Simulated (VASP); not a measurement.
# PbSe (Pm-3m) in VASP: notebook

PbSe is run at these levels: PBE, PBEsol+D3(BJ), PBEsol+D4; tasks: single point, relaxation of cell and atoms.

Program: VASP 6.6.1. These are calculated values, not measurements. Logs are shortened: lines on timing, memory, paths and dates and some standing lists are left out, and cuts for length are marked.

**1. The cell of the first run**

Symmetry: Pm-3m, No. 221, cubic system. Conventional cell: a = 3.784 Å, b = 3.784 Å, c = 3.784 Å, α = 90.00°, β = 90.00°, γ = 90.00°. Pb (site symmetry m-3m) has 8 Se at 3.28 Å and 6 Pb at 3.78 Å within 4.3 Å. Within 4.3 Å of Se (site symmetry m-3m) lie 8 Pb at 3.28 Å and 6 Se at 3.78 Å.

**2. Single point, PBE**

INCAR

```
SYSTEM = PbSe
PREC     = Accurate       ! precision mode
ENCUT    = 520            ! plane-wave cutoff, eV
EDIFF    = 1E-6           ! SCF threshold, eV
ISMEAR   = 0              ! smearing method
SIGMA    = 0.03           ! smearing width, eV
LREAL    = .FALSE.        ! projectors in reciprocal space
LASPH    = .TRUE.         ! aspherical terms in the spheres
NELM     = 60             ! most SCF steps
ALGO     = Normal         ! electronic algorithm
ISIF     = 2              ! what is computed and relaxed
LWAVE    = .FALSE.        ! write WAVECAR
LCHARG   = .FALSE.        ! write CHGCAR
GGA      = PE             ! functional
NBANDS   = 17             ! bands
```

KPOINTS

```
regular mesh
0
G
  7 7 7
  0 0 0
```

POSCAR

```
PbSe
1.0
    3.7843220000      0.0000000000      0.0000000000
    0.0000000000      3.7843220000      0.0000000000
    0.0000000000      0.0000000000      3.7843220000
Pb Se
1 1
Direct
    0.0000000000      0.0000000000      0.0000000000
    0.5000000000      0.5000000000      0.5000000000
```

Potentials or basis: VASP PAW PBE potentials, release 64 (Pb_d, Se).

The run is started by

```console
$ cat potpaw_PBE.64/Pb_d/POTCAR potpaw_PBE.64/Se/POTCAR > POTCAR
$ mpirun -np 1 vasp_std > vasp.out
```

OUTCAR:

```text
SYSTEM = PbSe
   PREC = Accurate
   ENCUT = 520
   EDIFF = 1E-6
   ISMEAR = 0
   LREAL = .FALSE.
   LASPH = .TRUE.
   NELM = 60
   ISIF = 2
   GGA = PE

 ion  position               nearest neighbor table
   1  0.000  0.000  0.000-   2 3.28   2 3.28   2 3.28   2 3.28   2 3.28   2 3.28   2 3.28   2 3.28

   2  0.500  0.500  0.500-   1 3.28   1 3.28   1 3.28   1 3.28   1 3.28   1 3.28   1 3.28   1 3.28

  LATTYP: Found a simple cubic cell.
 ALAT       =     3.7843220000

  Lattice vectors:

 A1 = (   3.7843220000,   0.0000000000,   0.0000000000)
 A2 = (   0.0000000000,   3.7843220000,   0.0000000000)
 A3 = (   0.0000000000,   0.0000000000,   3.7843220000)

Analysis of symmetry for initial positions (statically):
=====================================================================
 Subroutine PRICEL returns:
 Original cell was already a primitive cell.

 Routine SETGRP: Setting up the symmetry group for a
 simple cubic supercell.

 Subroutine GETGRP returns: Found 48 space group operations
 (whereof 48 operations were pure point group operations)
 out of a pool of 48 trial point group operations.

The static configuration has the point symmetry O_h .

Analysis of symmetry for dynamics (positions and initial velocities):
=====================================================================
 Subroutine PRICEL returns:
 Original cell was already a primitive cell.

 Routine SETGRP: Setting up the symmetry group for a
 simple cubic supercell.

 Subroutine GETGRP returns: Found 48 space group operations
 (whereof 48 operations were pure point group operations)
 out of a pool of 48 trial point group operations.

The dynamic configuration has the point symmetry O_h .

 Subroutine INISYM returns: Found 48 space group operations
 (whereof 48 operations are pure point group operations),
 and found     1 'primitive' translations

----------------------------------------------------------------------------------------

                                     Primitive cell

  volume of cell :      54.1956

  direct lattice vectors                    reciprocal lattice vectors
     3.784322000  0.000000000  0.000000000     0.264248127  0.000000000  0.000000000
     0.000000000  3.784322000  0.000000000     0.000000000  0.264248127  0.000000000
     0.000000000  0.000000000  3.784322000     0.000000000  0.000000000  0.264248127

  length of vectors
     3.784322000  3.784322000  3.784322000     0.264248127  0.264248127  0.264248127

  position of ions in fractional coordinates (direct lattice)
     0.000000000  0.000000000  0.000000000
     0.500000000  0.500000000  0.500000000

  ion indices of the primitive-cell ions
   primitive index   ion index
                 1           1
                 2           2

----------------------------------------------------------------------------------------

 KPOINTS: regular mesh

Automatic generation of k-mesh.
 Grid dimensions read from file:
 generate k-points for:    7    7    7

 Generating k-lattice:

  Cartesian coordinates                     Fractional coordinates (reciprocal lattice)
     0.037749732  0.000000000  0.000000000     0.142857143  0.000000000  0.000000000
     0.000000000  0.037749732  0.000000000     0.000000000  0.142857143  0.000000000
     0.000000000  0.000000000  0.037749732     0.000000000  0.000000000  0.142857143

  Length of vectors
     0.037749732  0.037749732  0.037749732

  Shift w.r.t. Gamma in fractional coordinates (k-lattice)
     0.000000000  0.000000000  0.000000000

 Subroutine IBZKPT returns following result:
 ===========================================

 Found     20 irreducible k-points:

 Following reciprocal coordinates:
            Coordinates               Weight
  0.000000  0.000000  0.000000      1.000000
  0.142857  0.000000  0.000000      6.000000
  0.285714  0.000000  0.000000      6.000000
  0.428571  0.000000  0.000000      6.000000
  0.142857  0.142857  0.000000     12.000000
  0.285714  0.142857  0.000000     24.000000
[... 12 lines left out ...]
  0.428571  0.428571  0.285714     24.000000
  0.428571  0.428571  0.428571      8.000000
   k-points           NKPTS =     20   k-points in BZ     NKDIM =     20   number of bands    NBANDS=     17
   number of dos      NEDOS =    301   number of ions     NIONS =      2
   total plane-waves  NPLWV =  21952
   dimension x,y,z NGX =    28 NGY =   28 NGZ =   28
   dimension x,y,z NGXF=    56 NGYF=   56 NGZF=   56
   ions per type =               1   1
   NGX,Y,Z   is equivalent  to a cutoff of  12.30, 12.30, 12.30 a.u.
   NGXF,Y,Z  is equivalent  to a cutoff of  24.60, 24.60, 24.60 a.u.
 SYSTEM =  PbSe
   PREC   = accura    normal or accurate (medium, high low for compatibility)
   ISTART =      0    job   : 0-new  1-cont  2-samecut
   ICHARG =      2    charge: 1-file 2-atom 10-const
   ISPIN  =      1    spin polarized calculation?
   LNONCOLLINEAR =      F non collinear calculations
   LSORBIT =      F    spin-orbit coupling
   LASPH  =      T    aspherical Exc in radial PAW
   ENCUT  =  520.0 eV  38.22 Ry    6.18 a.u.   7.04  7.04  7.04*2*pi/ulx,y,z
   NELM   =     60;   NELMIN=  2; NELMDL= -5     # of ELM steps
   EDIFF  = 0.1E-05   stopping-criterion for ELM
   LREAL  =      F    real-space projection
   EDIFFG = 0.1E-04   stopping-criterion for IOM
   NSW    =      0    number of steps for IOM
   IBRION =     -1    ionic relax: 0-MD 1-quasi-New 2-CG
   NFREE  =      0    steps in history (QN), initial steepest desc. (CG)
   ISIF   =      2    stress and relaxation
   ISYM   =      2    0-nonsym 1-usesym 2-fastsym
   POTIM  = 0.5000    time-step for ionic-motion
   TEBEG  =    0.0;   TEEND  =   0.0 temperature during run
   PSTRESS=    0.0 pullay stress
   NELECT =      20.0000    total number of electrons
   NUPDOWN=      -1.0000    fix difference up-down
   EMIN   =  10.00;   EMAX   =-10.00  energy-range for DOS
   EFERMI =   0.00;   METHOD = LEGACY
   ISMEAR =     0;   SIGMA  =   0.03  broadening in eV -4-tet -1-fermi 0-gaus
   EFERMI_NEDOS =   21; number of points for ismear=-14 and -15
   IALGO  =     38    algorithm
   IMIX   =      4    mixing-type and parameters
     AMIX     =   0.40;   BMIX     =  1.00
     AMIX_MAG =   1.60;   BMIX_MAG =  1.00
  volume/ion in A,a.u.               =      27.10       182.87
  Fermi-wavevector in a.u.,A,eV,Ry     =   1.174258  2.219025 18.760817  1.378881
  Thomas-Fermi vector in A             =   2.310658
   LORBIT       =      0    0 simple, 1 ext, 2 COOP (PROOUT), +10 PAW based schemes
   GGA     = PE    functional components
   LHFCALC =     F    Hartree Fock is set to
   AEXX    =    0.0000 exact exchange contribution
   IVDW    =     0    specifies the selected vdW correction
   LEPSILON=     F    determine dielectric tensor
   LRPA    =     F    only Hartree local field effects (RPA)
 non-spin polarized calculation
 Gauss-broadening in eV      SIGMA  =   0.03
  energy-cutoff  :      520.00
  volume of cell :       54.20
 maximum number of plane-waves:      1474
   NGX = 15   NGY = 15   NGZ = 15

 number of electron      20.0000009 magnetization

 Free energy of the ion-electron system (eV)
  ---------------------------------------------------
  ext. energy  EPLUGINS =         0.00000000
  ---------------------------------------------------
  free energy    TOTEN  =        -7.71391768 eV

  energy without entropy =       -7.71324996  energy(sigma->0) =       -7.71358382

 E-fermi :   5.2645     XC(G=0):  -9.9566

 val. band max:        5.1966082662   @ k =   0.2857   0.1429   0.1429
 cond. band min:       5.2773640443   @ k =   0.4286   0.4286   0.0000
 fundamental gap:      0.0807557781
 Fermi energy:         5.2644991996

 k-point     1 :       0.0000    0.0000    0.0000
  band No.  band energies     occupation
      1     -11.5876      2.00000
      2     -11.5876      2.00000
      3     -11.4386      2.00000
      4     -11.4386      2.00000
      5     -11.4386      2.00000
      6      -7.8786      2.00000
[... 9 lines left out ...]
     16      16.5761      0.00000
     17      18.1292      0.00000

 k-point     2 :       0.1429    0.0000    0.0000
  band No.  band energies     occupation
      1     -11.5863      2.00000
      2     -11.5659      2.00000
      3     -11.4466      2.00000
      4     -11.4466      2.00000
      5     -11.4379      2.00000
      6      -7.7314      2.00000
[... 9 lines left out ...]
     16      17.2619      0.00000
     17      17.5373      0.00000

 k-point     3 :       0.2857    0.0000    0.0000
  band No.  band energies     occupation
      1     -11.5835      2.00000
      2     -11.5173      2.00000
      3     -11.4645      2.00000
      4     -11.4645      2.00000
      5     -11.4363      2.00000
      6      -7.3377      2.00000
[... 9 lines left out ...]
     16      15.3263      0.00000
     17      17.7170      0.00000

 k-point     4 :       0.4286    0.0000    0.0000
  band No.  band energies     occupation
      1     -11.5812      2.00000
      2     -11.4787      2.00000
      3     -11.4787      2.00000
      4     -11.4787      2.00000
      5     -11.4350      2.00000
      6      -6.9132      2.00000
[... 9 lines left out ...]
     16      17.3573      0.00000
     17      18.3016      0.00000

 k-point     5 :       0.1429    0.1429    0.0000
  band No.  band energies     occupation
      1     -11.5750      2.00000
      2     -11.5540      2.00000
      3     -11.4565      2.00000
      4     -11.4465      2.00000
      5     -11.4450      2.00000
      6      -7.5869      2.00000
[... 9 lines left out ...]
     16      15.9073      0.00000
     17      16.5099      0.00000

 k-point     6 :       0.2857    0.1429    0.0000
  band No.  band energies     occupation
      1     -11.5686      2.00000
      2     -11.5085      2.00000
      3     -11.4783      2.00000
      4     -11.4633      2.00000
      5     -11.4437      2.00000
      6      -7.2043      2.00000
[... 9 lines left out ...]
     16      15.4225      0.00000
     17      16.1942      0.00000

 k-point     7 :       0.4286    0.1429    0.0000
  band No.  band energies     occupation
      1     -11.5659      2.00000
      2     -11.4956      2.00000
      3     -11.4772      2.00000
      4     -11.4697      2.00000
      5     -11.4422      2.00000
      6      -6.8009      2.00000
[... 9 lines left out ...]
     16      16.6381      0.00000
     17      16.8368      0.00000

 k-point     8 :       0.2857    0.2857    0.0000
  band No.  band energies     occupation
      1     -11.5482      2.00000
      2     -11.5086      2.00000
      3     -11.4756      2.00000
      4     -11.4616      2.00000
      5     -11.4593      2.00000
      6      -6.8630      2.00000
[... 9 lines left out ...]
     16      15.1996      0.00000
     17      15.7703      0.00000
[... 123 lines left out ...]
      1     -11.5283      2.00000
      2     -11.5177      2.00000
      3     -11.4858      2.00000
      4     -11.4679      2.00000
      5     -11.4389      2.00000
      6      -6.4508      2.00000
[... 9 lines left out ...]
     16      15.1125      0.00000
     17      17.2705      0.00000

 k-point    16 :       0.4286    0.4286    0.1429
  band No.  band energies     occupation
      1     -11.5541      2.00000
      2     -11.5039      2.00000
      3     -11.4822      2.00000
      4     -11.4815      2.00000
      5     -11.4090      2.00000
      6      -6.2284      2.00000
[... 9 lines left out ...]
     16      15.6251      0.00000
     17      16.9096      0.00000

 k-point    17 :       0.2857    0.2857    0.2857
  band No.  band energies     occupation
      1     -11.5074      2.00000
      2     -11.4910      2.00000
      3     -11.4910      2.00000
      4     -11.4723      2.00000
      5     -11.4723      2.00000
      6      -6.5037      2.00000
[... 9 lines left out ...]
     16      15.2747      0.00000
     17      18.6341      0.00000

 k-point    18 :       0.4286    0.2857    0.2857
  band No.  band energies     occupation
      1     -11.5237      2.00000
      2     -11.5077      2.00000
      3     -11.4890      2.00000
      4     -11.4711      2.00000
      5     -11.4307      2.00000
      6      -6.2696      2.00000
[... 9 lines left out ...]
     16      16.1573      0.00000
     17      19.2783      0.00000

 k-point    19 :       0.4286    0.4286    0.2857
  band No.  band energies     occupation
      1     -11.5388      2.00000
      2     -11.5065      2.00000
      3     -11.5051      2.00000
      4     -11.4502      2.00000
      5     -11.4079      2.00000
      6      -6.1114      2.00000
[... 9 lines left out ...]
     16      17.2965      0.00000
     17      19.7598      0.00000

 k-point    20 :       0.4286    0.4286    0.4286
  band No.  band energies     occupation
      1     -11.5285      2.00000
      2     -11.5239      2.00000
      3     -11.5239      2.00000
      4     -11.4070      2.00000
      5     -11.4070      2.00000
      6      -6.0110      2.00000
[... 9 lines left out ...]
     16      18.3439      0.00000
     17      22.0061      0.00000

------------------------ aborting loop because EDIFF is reached ----------------------------------------

  FORCE on cell =-STRESS in cart. coord.  units (eV):
  Direction    XX          YY          ZZ          XY          YZ          ZX
  --------------------------------------------------------------------------------------
  -------------------------------------------------------------------------------------
  Total       -0.0649834     -0.0649834     -0.0649834      0.0000000      0.0000000      0.0000000
  in kB       -1.9210947     -1.9210947     -1.9210947      0.0000000      0.0000000      0.0000000
  external PRESSURE =      -1.9210947 kB  Pullay stress =       0.0000000 kB

 VOLUME and BASIS-vectors are now :
 -----------------------------------------------------------------------------
  energy-cutoff  :      520.00
  volume of cell :       54.20
      direct lattice vectors                 reciprocal lattice vectors
     3.784322000  0.000000000  0.000000000     0.264248127  0.000000000  0.000000000
     0.000000000  3.784322000  0.000000000     0.000000000  0.264248127  0.000000000
     0.000000000  0.000000000  3.784322000     0.000000000  0.000000000  0.264248127

 POSITION                                       TOTAL-FORCE (eV/Angst)
 -----------------------------------------------------------------------------------
      0.00000      0.00000      0.00000         0.000000      0.000000      0.000000
      1.89216      1.89216      1.89216         0.000000      0.000000      0.000000
 -----------------------------------------------------------------------------------
    total drift:                               -0.000000      0.000000     -0.000000

  FREE ENERGIE OF THE ION-ELECTRON SYSTEM (eV)
  ---------------------------------------------------
  free  energy   TOTEN  =        -7.7139176799 eV

  energy  without entropy=       -7.7132499647  energy(sigma->0) =       -7.71358382
```

Run time: 13 s. Hardware: 1 thread of Intel Xeon Platinum 8259CL at 2.50GHz (Skylake/Cascade Lake), shared host; peak memory 0.16 GiB.

Results:

```
Free energy            : -7.7139 eV
Pressure               : -0.2 GPa
Band gap on the k mesh : zero (band 10 reaches 5.29 eV, above the bottom of band 11 at 5.19 eV)
```

Caveat: spin-orbit coupling is left out, which moves the levels of the heavy elements.

**3. Relaxation of cell and atoms, PBEsol+D3(BJ)**

INCAR

```
PREC = Accurate ; ENCUT = 600
EDIFF = 1E-6 ; ISMEAR = -1
SIGMA = 0.05 ; LREAL = F
LASPH = T ; NELM = 100
ALGO = Normal ; ISIF = 3
LWAVE = F ; LCHARG = F
GGA = PS ; IVDW = 12
IBRION = 2 ; NSW = 60
EDIFFG = -0.01
```

KPOINTS

```
regular mesh
0
Gamma
  7 7 7
```

POSCAR is that of step 2.

Potentials or basis: VASP PAW PBE potentials, release 64 (Pb_d, Se).

The run is started by

```console
$ cat potpaw_PBE.64/Pb_d/POTCAR potpaw_PBE.64/Se/POTCAR > POTCAR
$ mpirun -np 1 vasp_std > vasp.out
```

Run time: 32 s. Hardware: 1 thread of Intel Xeon Platinum 8259CL at 2.50GHz (Skylake/Cascade Lake), shared host; peak memory 0.19 GiB.

The run converged. Its results:

| Item | Value |
| --- | --- |
| Free energy | -9.3393 eV |
| Relaxed volume | 24.31 Å³/atom |
| Relaxed cell | a = 3.650 Å, b = 3.650 Å, c = 3.650 Å, α = 90.00°, β = 90.00°, γ = 90.00° |
| Space group after relaxing (to 0.05 Å) | Pm-3m (No. 221) |
| Energy gained by relaxing | 53.8 meV/atom |
| Ionic steps | 3 |
| Pressure after relaxing | 0.0 GPa |
| Band gap on the k mesh | zero (band 10 reaches 6.48 eV, above the bottom of band 11 at 5.94 eV) |
| Dispersion energy per atom | -0.423 eV |

Step by step:
```csv
step,energy change (eV),largest force (eV/Å),pressure (GPa),volume (Å³)
1,0.0000,0.0000,-5.57,54.20
2,-0.0977,0.0000,2.25,47.14
3,-0.1076,0.0000,-0.01,48.62
```

Final structure:
```xyz
2
Lattice="3.6498 0.0000 0.0000 0.0000 3.6498 0.0000 0.0000 0.0000 3.6498" Properties=species:S:1:pos:R:3 pbc="T T T"
Pb    0.0000    0.0000    0.0000
Se    1.8249    1.8249    1.8249
```

Levels at points of the mesh, in eV from the Fermi level:
```csv
k point,band 7,band 8,band 9,band 10,band 11,band 12,band 13,band 14
"(0.00, 0.00, 0.00)",-6.86,-1.82,-1.82,-1.82,4.87,4.87,6.79,6.79
```

Caveat: the PAW data sets were made with another functional, which shifts forces and pressure a little; spin-orbit coupling is left out, which moves the levels of the heavy elements; pairwise dispersion overbinds metals, which lowers pressure and volume.

(Continued in part 2 of 2.)
